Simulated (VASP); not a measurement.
Wanted: the native input for a VASP 6.6.1 run.

| Quantity | Value |
| --- | --- |
| Task | single point |
| Functional | PBE |
| Potentials or basis | VASP PAW PBE potentials, release 64 (Al, O, N) |
| Cutoff | 520 eV |
| k mesh | 1 × 1 × 1, shifted |
| Occupations | gaussian, width 0.01 eV |
| Spin | no spin polarisation |
| Dipole correction | no |
| Further INCAR settings | LREAL = Auto; ALGO = Normal; EDIFF = 1e-06; NBANDS = 84; ISYM = -1 |

The structure of Al15N15O (a cell with a defect) lies in POSCAR:

```
Al15N15O
1.0
    6.2595139128      0.0000000578      0.0000000000
   -3.1297570064      5.4208980350      0.0000000000
    0.0000000000      0.0000000000     10.0348065929
Al O N
15 1 15
Direct
    0.3288431937      0.1713945077      0.2518704495
    0.3284545480      0.1715625235      0.7510502711
    0.1642186799      0.3357551597      0.9997101441
    0.3461558176      0.6815884301      0.2448939279
    0.1817722137      0.8505488011      0.5025220743
    0.3299279358      0.6574114950      0.7498933910
    0.1683155783      0.8362426836      1.0008603188
    0.8184101748      0.1540824125      0.2446346482
    0.6497135539      0.3182110854      0.5023576064
    0.8425487486      0.1699592259      0.7500101162
    0.6637450847      0.3318240848      1.0008325186
    0.8360016706      0.6644350238      0.2470588292
    0.6891285104      0.8111826870      0.5166673918
    0.8396000345      0.6603500072      0.7530558793
    0.6682534278      0.8316557574      0.9948391613
    0.3295482736      0.1705584576      0.4358000514
    0.1619783699      0.3379370031      0.1987216454
    0.3309486995      0.1689510905      0.9432521521
    0.1673575158      0.3326097599      0.6971678455
    0.4286232690      0.7986563845      0.4249573404
    0.1691520142      0.8381222232      0.1908327587
    0.3320853331      0.6706781685      0.9426192053
    0.1733207420      0.8352066454      0.6889562292
    0.7007393336      0.0708883012      0.4243536531
    0.6621036227      0.3314264285      0.1907713922
    0.8290963471      0.1677939603      0.9426870775
    0.6647266131      0.3263157751      0.6888654008
    0.8472097317      0.6528756577      0.4396075601
    0.6733713788      0.8268553175      0.1824519149
    0.8350145839      0.6648682668      0.9403778241
    0.6729683297      0.8267193452      0.6987035315
```

These files were run (other wordings do the same):

INCAR

```
SYSTEM = Al15N15O
ALGO = Normal ; EDIFF = 1E-6
ENCUT = 520 ; GGA = PE
GGA_COMPAT = .FALSE. ; ISIF = 2
ISMEAR = 0 ; ISYM = -1
LASPH = .TRUE. ; LCHARG = .FALSE.
LREAL = Auto ; LWAVE = .FALSE.
NBANDS = 84 ; NELM = 120
PREC = Accurate ; SIGMA = 0.01
```

KPOINTS

```
explicit points
1
Reciprocal
  0.25000000   0.25000000   0.25000000 1
```

Potentials or basis: VASP PAW PBE potentials, release 64 (Al, O, N).

The run is started by

```console
$ cat potpaw_PBE.64/Al/POTCAR potpaw_PBE.64/O/POTCAR potpaw_PBE.64/N/POTCAR > POTCAR
$ mpirun -np 1 vasp_std > vasp.out
```

It gave:

The pressure is 0.1 GPa. The largest force is 0.030 eV/Å and the band gap on the k mesh is 2.65 eV.

It took 2.6 min on 1 thread of Intel Xeon 8259CL, with other jobs on the host, peak memory 0.38 GiB.
